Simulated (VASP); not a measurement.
# GaN (F-43m) in VASP: notebook

Runs on GaN. Level: r2SCAN. Tasks: phonons.

Program: VASP 6.6.1. These are calculated values, not measurements. Logs are shortened: lines on timing, memory, paths and dates and some standing lists are left out, and cuts for length are marked.

### Step 1. The cell of the first run

Symmetry: F-43m, No. 216, cubic system. Conventional cell: a = 4.498 Å, b = 4.498 Å, c = 4.498 Å, α = 90.00°, β = 90.00°, γ = 90.00°. Ga (site symmetry -43m) has 4 N at 1.95 Å within 2.6 Å. Within 2.6 Å of N (site symmetry -43m) lie 4 Ga at 1.95 Å.

### Step 2. Phonons, r2SCAN

Contents of INCAR:

```
PREC     = Accurate       # precision mode
ENCUT    = 520            # plane-wave cutoff, eV
EDIFF    = 1E-8           # SCF threshold, eV
ISMEAR   = 0              # smearing method
SIGMA    = 0.01           # smearing width, eV
LREAL    = F              # projectors in reciprocal space
LASPH    = T              # aspherical terms in the spheres
NELM     = 60             # most SCF steps
ALGO     = Normal         # electronic algorithm
ISIF     = 2              # what is computed and relaxed
LWAVE    = F              # write WAVECAR
LCHARG   = F              # write CHGCAR
METAGGA  = R2SCAN         # meta-GGA
LMIXTAU  = T            
IBRION   = 6              # ionic algorithm
NFREE    = 2            
POTIM    = 0.015          # step
NSW      = 1              # ionic steps
```

Contents of KPOINTS:

```
Automatic mesh
0
Gamma
  8 8 8
```

Contents of POSCAR:

```
GaN
1.0
    0.0000000000      2.2489458437      2.2489458437
    2.2489458437      0.0000000000      2.2489458437
    2.2489458437      2.2489458437      0.0000000000
Ga N
1 1
Direct
    0.0000000000      0.0000000000      0.0000000000
    0.2500000000      0.2500000000      0.2500000000
```

Potentials or basis: VASP PAW PBE potentials, release 64 (Ga_d, N).

The run is started by

```
> cat potpaw_PBE.64/Ga_d/POTCAR potpaw_PBE.64/N/POTCAR > POTCAR
> mpirun -np 1 vasp_std > vasp.out
```

OUTCAR:

```text
PREC = Accurate
   ENCUT = 520
   EDIFF = 1E-8
   ISMEAR = 0
   LREAL = F
   LASPH = T
   NELM = 60
   ISIF = 2
   METAGGA = R2SCAN
   IBRION = 6
   NFREE = 2
   POTIM = 0.015
   NSW = 1

 ion  position               nearest neighbor table
   1  0.000  0.000  0.000-   2 1.95   2 1.95   2 1.95   2 1.95
   2  0.250  0.250  0.250-   1 1.95   1 1.95   1 1.95   1 1.95

  LATTYP: Found a face centered cubic cell.
 ALAT       =     4.4978916874

  Lattice vectors:

 A1 = (   0.0000000000,   2.2489458437,   2.2489458437)
 A2 = (   2.2489458437,   0.0000000000,   2.2489458437)
 A3 = (   2.2489458437,   2.2489458437,   0.0000000000)

Analysis of symmetry for initial positions (statically):
=====================================================================
 Subroutine PRICEL returns:
 Original cell was already a primitive cell.

 Routine SETGRP: Setting up the symmetry group for a
 face centered cubic supercell.

 Subroutine GETGRP returns: Found 24 space group operations
 (whereof 24 operations were pure point group operations)
 out of a pool of 48 trial point group operations.

The static configuration has the point symmetry T_d .

Analysis of symmetry for dynamics (positions and initial velocities):
=====================================================================
 Subroutine PRICEL returns:
 Original cell was already a primitive cell.

 Routine SETGRP: Setting up the symmetry group for a
 face centered cubic supercell.

 Subroutine GETGRP returns: Found 24 space group operations
 (whereof 24 operations were pure point group operations)
 out of a pool of 48 trial point group operations.

The dynamic configuration has the point symmetry T_d .

 Subroutine INISYM returns: Found 24 space group operations
 (whereof 24 operations are pure point group operations),
 and found     1 'primitive' translations

----------------------------------------------------------------------------------------

                                     Primitive cell

  volume of cell :      22.7492

  direct lattice vectors                    reciprocal lattice vectors
     0.000000000  2.248945844  2.248945844    -0.222326385  0.222326385  0.222326385
[... 145 lines left out ...]
  external PRESSURE =      10.9708329 kB  Pullay stress =       0.0000000 kB
[... 131 lines left out ...]
--------------------------------------- Ionic step        5  -------------------------------------------

 number of electron      18.0000008 magnetization

 Free energy of the ion-electron system (eV)
  ---------------------------------------------------
  ext. energy  EPLUGINS =         0.00000000
  ---------------------------------------------------
  free energy    TOTEN  =       -21.89459178 eV

  energy without entropy =      -21.89459178  energy(sigma->0) =      -21.89459178

 E-fermi :   5.1591     XC(G=0): -12.6705

 val. band max:        5.1115062237   @ k =   0.0000   0.0000   0.0000
 cond. band min:       7.2427315559   @ k =   0.0000   0.0000   0.0000
 fundamental gap:      2.1312253322
 Fermi energy:         5.1591246934

 k-point     1 :       0.0000    0.0000    0.0000
  band No.  band energies     occupation
      1     -11.7008      2.00000
      2      -8.7581      2.00000
      3      -8.7525      2.00000
      4      -8.7480      2.00000
      5      -8.3959      2.00000
      6      -8.3958      2.00000
      7       5.0531      2.00000
      8       5.0837      2.00000
      9       5.1115      2.00000
     10       7.2427      0.00000
     11      16.1043      0.00000
     12      16.1263      0.00000
     13      16.1507      0.00000
[... 354 lines left out ...]
  band No.  band energies     occupation
      1     -10.5843      2.00000
      2      -8.6311      2.00000
      3      -8.5699      2.00000
      4      -8.4175      2.00000
      5      -8.3636      2.00000
      6      -6.9706      2.00000
      7      -1.4971      2.00000
      8       1.9931      2.00000
      9       3.2769      2.00000
     10      12.3567      0.00000
     11      12.6807      0.00000
     12      15.9854      0.00000
     13      17.5567      0.00000

 [... further k-points ...]
[... 5 lines left out ...]
  --------------------------------------------------------------------------------------
  -------------------------------------------------------------------------------------
  Total        0.1562200      0.1606112      0.1606112      0.0000000      0.1345134      0.0000000
  in kB       11.0022165     11.3114824     11.3114824      0.0000000      9.4734715      0.0000000
  external PRESSURE =      11.2083938 kB  Pullay stress =       0.0000000 kB
[... 17 lines left out ...]
  FREE ENERGIE OF THE ION-ELECTRON SYSTEM (eV)
  ---------------------------------------------------
  free  energy   TOTEN  =       -21.8945917790 eV

  energy  without entropy=      -21.8945917790  energy(sigma->0) =      -21.89459178

 INTERNAL STRAIN TENSORS FROM DISPLACED ATOMS
 ============================================

 INTERNAL STRAIN TENSOR FOR ION    1 for displacements in x,y,z  (eV/Angst):
          X           Y           Z          XY          YZ          ZX
  --------------------------------------------------------------------------------
  x    -0.00000     0.00000     0.00000     0.00000     8.56840     0.00000
  y     0.00000    -0.00000     0.00000     0.00000     0.00000     8.56840
  z     0.00000     0.00000    -0.00000     8.56840     0.00000     0.00000

 INTERNAL STRAIN TENSOR FOR ION    2 for displacements in x,y,z  (eV/Angst):
          X           Y           Z          XY          YZ          ZX
  --------------------------------------------------------------------------------
  x    -0.00000     0.00000     0.00000     0.00000    -8.99262     0.00000
  y    -0.00000    -0.00000    -0.00000     0.00000     0.00000    -8.99262
  z     0.00000     0.00000    -0.00000    -8.99262     0.00000     0.00000

 Eigenvectors and eigenvalues of the dynamical matrix
 ----------------------------------------------------

   1 f  =   16.554525 THz   104.015146 2PiTHz  552.199501 cm-1    68.463982 meV
             X         Y         Z           dx          dy          dz
      0.000000  0.000000  0.000000     0.401285   -0.000000   -0.000000
      1.124473  1.124473  1.124473    -0.915953    0.000000   -0.000000
[... 21 lines left out ...]
   6 f/i=    0.138520 THz     0.870349 2PiTHz    4.620543 cm-1     0.572874 meV
             X         Y         Z           dx          dy          dz
      0.000000  0.000000  0.000000    -0.028535    0.206337    0.891953
      1.124473  1.124473  1.124473    -0.012501    0.090398    0.390771

 ELASTIC MODULI CONTR FROM IONIC RELAXATION (kBar)
 Direction    XX          YY          ZZ          XY          YZ          ZX
 --------------------------------------------------------------------------------
 XX          -0.0000     -0.0000     -0.0000      0.0000     -0.0000     -0.0000
 YY          -0.0000     -0.0000     -0.0000      0.0000     -0.0000     -0.0000
 ZZ          -0.0000     -0.0000     -0.0000     -0.0000     -0.0000     -0.0000
 XY           0.0000      0.0000     -0.0000   -421.7480     -0.0000     -0.0000
 YZ          -0.0000     -0.0000     -0.0000     -0.0000   -421.7480      0.0000
 ZX          -0.0000     -0.0000     -0.0000     -0.0000      0.0000   -421.7480
 --------------------------------------------------------------------------------
```

OSZICAR:

```text
N       E                     dE             d eps       ncg     rms          rms(c)
DAV:   1     0.789821710029E+02    0.78982E+02   -0.10158E+04   802   0.256E+03
DAV:   2    -0.194575222088E+02   -0.98440E+02   -0.91932E+02   859   0.381E+02
DAV:   3    -0.266993488842E+02   -0.72418E+01   -0.71971E+01   844   0.920E+01
DAV:   4    -0.268164851282E+02   -0.11714E+00   -0.11704E+00   891   0.123E+01
[... 75 lines left out ...]
DAV:   9    -0.218945910672E+02    0.77850E-06   -0.69538E-07  2560   0.119E-02    0.474E-04
DAV:  10    -0.218945919440E+02   -0.87681E-06   -0.17524E-07  2695   0.603E-03    0.497E-04
DAV:  11    -0.218945917994E+02    0.14459E-06   -0.23331E-08  2684   0.179E-03    0.265E-04
DAV:  12    -0.218945917861E+02    0.13352E-07   -0.74112E-10  1410   0.352E-04    0.296E-04
DAV:  13    -0.218945917790E+02    0.70518E-08   -0.98979E-10  1335   0.314E-04
   5 F= -.21894592E+02 E0= -.21894592E+02  d E =-.156476E-14
```

stdout:

```text
POSCAR found type information on POSCAR GaN
 POSCAR found :  2 types and       2 ions
 scaLAPACK will be used
 -----------------------------------------------------------------------------
|                                                                             |
|                                                                             |
|     You enforced a specific xc type in the INCAR file but a different       |
|     I HOPE YOU KNOW WHAT YOU ARE DOING!                                     |
|                                                                             |
 -----------------------------------------------------------------------------

 LDA part: xc-table for (None), standard interpolation
 POSCAR, INCAR and KPOINTS ok, starting setup
 FFT: planning ... GRIDC
 FFT: planning ... GRID_SOFT
 FFT: planning ... GRID
 WAVECAR not read
 entering main loop
 Found     2 degrees of freedom:
 Finite differences POTIM= 0.01500 DOF=   2
 bond charge predicted
 Finite differences progress:
 bond charge predicted
 Finite differences progress:
 bond charge predicted
 Finite differences progress:
 bond charge predicted
 Finite differences progress:
```

Run time: 3.4 min. Hardware: 1 thread of Intel Xeon Platinum 8488C (Sapphire Rapids), shared host; peak memory 0.19 GiB.

What came out:

* Highest phonon frequency at Γ, LO-TO splitting left out: 552 cm⁻¹

Phonon frequencies in cm⁻¹ (negative: imaginary):
```
              q point           frequencies
(0.000, 0.000, 0.000)  -5 -5 -5 552 552 552
```

Caveat: the cell wasn't relaxed at this level first, which shifts response properties; the PAW data sets were made with another functional, which shifts forces and pressure a little.

### Step 3. Phonons, r2SCAN (volume scaled by 1.015)

Contents of INCAR:

```
SYSTEM = GaN
PREC = Accurate ; ENCUT = 520
EDIFF = 1E-8 ; ISMEAR = 0
SIGMA = 0.01 ; LREAL = .FALSE.
LASPH = .TRUE. ; NELM = 60
ALGO = Normal ; ISIF = 2
LWAVE = .FALSE. ; LCHARG = .TRUE.
METAGGA = R2SCAN ; LMIXTAU = .TRUE.
NBANDS = 16 ; IBRION = 6
NFREE = 2 ; POTIM = 0.015
NSW = 1
```

Contents of KPOINTS:

```
Automatic mesh
0
G
  8 8 8
  0 0 0
```

Contents of POSCAR:

```
GaN
1.0
    0.0000000000      2.2601348132      2.2601348132
    2.2601348132      0.0000000000      2.2601348132
    2.2601348132      2.2601348132      0.0000000000
Ga N
1 1
Direct
    0.0000000000      0.0000000000      0.0000000000
    0.2500000000      0.2500000000      0.2500000000
```

Potentials or basis: VASP PAW PBE potentials, release 64 (Ga_d, N).

The run is started by

```
> cat potpaw_PBE.64/Ga_d/POTCAR potpaw_PBE.64/N/POTCAR > POTCAR
> mpirun -np 1 vasp_std > vasp.out
```

OUTCAR:

```text
SYSTEM = GaN
   PREC = Accurate
   ENCUT = 520
   EDIFF = 1E-8
   ISMEAR = 0
   LREAL = .FALSE.
   LASPH = .TRUE.
   NELM = 60
   ISIF = 2
   METAGGA = R2SCAN
   IBRION = 6
   NFREE = 2
   POTIM = 0.015
   NSW = 1

 ion  position               nearest neighbor table
   1  0.000  0.000  0.000-   2 1.96   2 1.96   2 1.96   2 1.96
   2  0.250  0.250  0.250-   1 1.96   1 1.96   1 1.96   1 1.96

  LATTYP: Found a face centered cubic cell.
 ALAT       =     4.5202696264

  Lattice vectors:

 A1 = (   0.0000000000,   2.2601348132,   2.2601348132)
 A2 = (   2.2601348132,   0.0000000000,   2.2601348132)
 A3 = (   2.2601348132,   2.2601348132,   0.0000000000)

Analysis of symmetry for initial positions (statically):
=====================================================================
 Subroutine PRICEL returns:
 Original cell was already a primitive cell.

 Routine SETGRP: Setting up the symmetry group for a
 face centered cubic supercell.

 Subroutine GETGRP returns: Found 24 space group operations
 (whereof 24 operations were pure point group operations)
 out of a pool of 48 trial point group operations.

The static configuration has the point symmetry T_d .

Analysis of symmetry for dynamics (positions and initial velocities):
=====================================================================
 Subroutine PRICEL returns:
 Original cell was already a primitive cell.

 Routine SETGRP: Setting up the symmetry group for a
 face centered cubic supercell.

 Subroutine GETGRP returns: Found 24 space group operations
 (whereof 24 operations were pure point group operations)
 out of a pool of 48 trial point group operations.
[... 297 lines left out ...]
  ---------------------------------------------------
  ext. energy  EPLUGINS =         0.00000000
  ---------------------------------------------------
  free energy    TOTEN  =       -21.89413459 eV

  energy without entropy =      -21.89413459  energy(sigma->0) =      -21.89413459

 E-fermi :   5.1122     XC(G=0): -12.5828

 val. band max:        4.9503495263   @ k =   0.0000   0.0000   0.0000
 cond. band min:       6.9820470433   @ k =   0.0000   0.0000   0.0000
 fundamental gap:      2.0316975170
 Fermi energy:         5.1122109891

 k-point     1 :       0.0000    0.0000    0.0000
  band No.  band energies     occupation
      1     -11.7342      2.00000
      2      -8.9083      2.00000
      3      -8.9030      2.00000
      4      -8.8989      2.00000
      5      -8.5627      2.00000
      6      -8.5625      2.00000
[... 433 lines left out ...]
      3      -8.7283      2.00000
      4      -8.5825      2.00000
      5      -8.5315      2.00000
      6      -7.1442      2.00000
[... 8 lines left out ...]
     15      24.5459      0.00000
     16      26.8876      0.00000

 [... further k-points ...]
[... 5 lines left out ...]
  --------------------------------------------------------------------------------------
  -------------------------------------------------------------------------------------
  Total       -0.2569372     -0.2528731     -0.2528731      0.0000000      0.1215365      0.0000000
  in kB      -17.8280752    -17.5460864    -17.5460864      0.0000000      8.4330397      0.0000000
  external PRESSURE =     -17.6400827 kB  Pullay stress =       0.0000000 kB
[... 17 lines left out ...]
  FREE ENERGIE OF THE ION-ELECTRON SYSTEM (eV)
  ---------------------------------------------------
  free  energy   TOTEN  =       -21.8941345916 eV

  energy  without entropy=      -21.8941345916  energy(sigma->0) =      -21.89413459

 INTERNAL STRAIN TENSORS FROM DISPLACED ATOMS
 ============================================

 INTERNAL STRAIN TENSOR FOR ION    1 for displacements in x,y,z  (eV/Angst):
          X           Y           Z          XY          YZ          ZX
  --------------------------------------------------------------------------------
  x     0.00000    -0.00000    -0.00000     0.00000     7.54922     0.00000
  y    -0.00000    -0.00000    -0.00000     0.00000     0.00000     7.54922
  z    -0.00000    -0.00000     0.00000     7.54922     0.00000     0.00000

 INTERNAL STRAIN TENSOR FOR ION    2 for displacements in x,y,z  (eV/Angst):
          X           Y           Z          XY          YZ          ZX
  --------------------------------------------------------------------------------
  x     0.00000    -0.00000    -0.00000     0.00000    -8.12934     0.00000
  y     0.00000    -0.00000     0.00000     0.00000     0.00000    -8.12934
  z    -0.00000    -0.00000     0.00000    -8.12934     0.00000     0.00000

 Eigenvectors and eigenvalues of the dynamical matrix
 ----------------------------------------------------

   1 f  =   16.195795 THz   101.761179 2PiTHz  540.233561 cm-1    66.980395 meV
             X         Y         Z           dx          dy          dz
      0.000000  0.000000  0.000000    -0.402185   -0.000000   -0.000000
      1.130067  1.130067  1.130067     0.915558    0.000000    0.000000
[... 21 lines left out ...]
   6 f/i=    0.119605 THz     0.751500 2PiTHz    3.989593 cm-1     0.494646 meV
             X         Y         Z           dx          dy          dz
      0.000000  0.000000  0.000000    -0.024601   -0.151995    0.902518
      1.130067  1.130067  1.130067    -0.010807   -0.066768    0.396457

 ELASTIC MODULI CONTR FROM IONIC RELAXATION (kBar)
 Direction    XX          YY          ZZ          XY          YZ          ZX
 --------------------------------------------------------------------------------
 XX          -0.0000     -0.0000     -0.0000     -0.0000     -0.0000      0.0000
 YY          -0.0000     -0.0000     -0.0000     -0.0000      0.0000      0.0000
 ZZ          -0.0000     -0.0000     -0.0000     -0.0000      0.0000      0.0000
 XY          -0.0000     -0.0000     -0.0000   -345.5083     -0.0000     -0.0000
 YZ          -0.0000      0.0000      0.0000     -0.0000   -345.5083      0.0000
 ZX           0.0000      0.0000      0.0000     -0.0000      0.0000   -345.5083
 --------------------------------------------------------------------------------
```

OSZICAR:

```text
N       E                     dE             d eps       ncg     rms          rms(c)
DAV:   1     0.694694690052E+02    0.69469E+02   -0.96287E+03  1032   0.205E+03
DAV:   2    -0.208313315295E+02   -0.90301E+02   -0.84139E+02  1016   0.327E+02
DAV:   3    -0.267332763515E+02   -0.59019E+01   -0.58754E+01  1080   0.716E+01
DAV:   4    -0.268014559735E+02   -0.68180E-01   -0.68170E-01  1184   0.823E+00
[... 78 lines left out ...]
DAV:  11    -0.218941345788E+02    0.11810E-06   -0.21045E-08  3696   0.135E-03    0.347E-04
DAV:  12    -0.218941346132E+02   -0.34421E-07   -0.43052E-10  2040   0.214E-04    0.301E-04
DAV:  13    -0.218941345868E+02    0.26460E-07   -0.39796E-10  1648   0.205E-04    0.252E-05
DAV:  14    -0.218941345916E+02   -0.48008E-08   -0.11398E-10  1592   0.106E-04
   5 F= -.21894135E+02 E0= -.21894135E+02  d E =-.182291-118
```

stdout:

```text
POSCAR found type information on POSCAR GaN
 POSCAR found :  2 types and       2 ions
 scaLAPACK will be used
 -----------------------------------------------------------------------------
|                                                                             |
|                                                                             |
|     You enforced a specific xc type in the INCAR file but a different       |
|     I HOPE YOU KNOW WHAT YOU ARE DOING!                                     |
|                                                                             |
 -----------------------------------------------------------------------------

 LDA part: xc-table for (None), standard interpolation
 POSCAR, INCAR and KPOINTS ok, starting setup
 FFT: planning ... GRIDC
 FFT: planning ... GRID_SOFT
 FFT: planning ... GRID
 WAVECAR not read
 entering main loop
 Found     2 degrees of freedom:
 Finite differences POTIM= 0.01500 DOF=   2
 bond charge predicted
 Finite differences progress:
 bond charge predicted
 Finite differences progress:
 bond charge predicted
 Finite differences progress:
 bond charge predicted
 Finite differences progress:
```

Run time: 4.4 min. Hardware: 1 thread of Intel Xeon Platinum 8488C (Sapphire Rapids), shared host; peak memory 0.19 GiB.

Results:

```
Highest phonon frequency at Γ, LO-TO splitting left out : 540 cm⁻¹
```

Phonon frequencies in cm⁻¹ (negative: imaginary):
```
              q point           frequencies
(0.000, 0.000, 0.000)  -4 -4 -4 540 540 540
```

Caveat: the cell wasn't relaxed at this level first, which shifts response properties; the PAW data sets were made with another functional, which shifts forces and pressure a little.
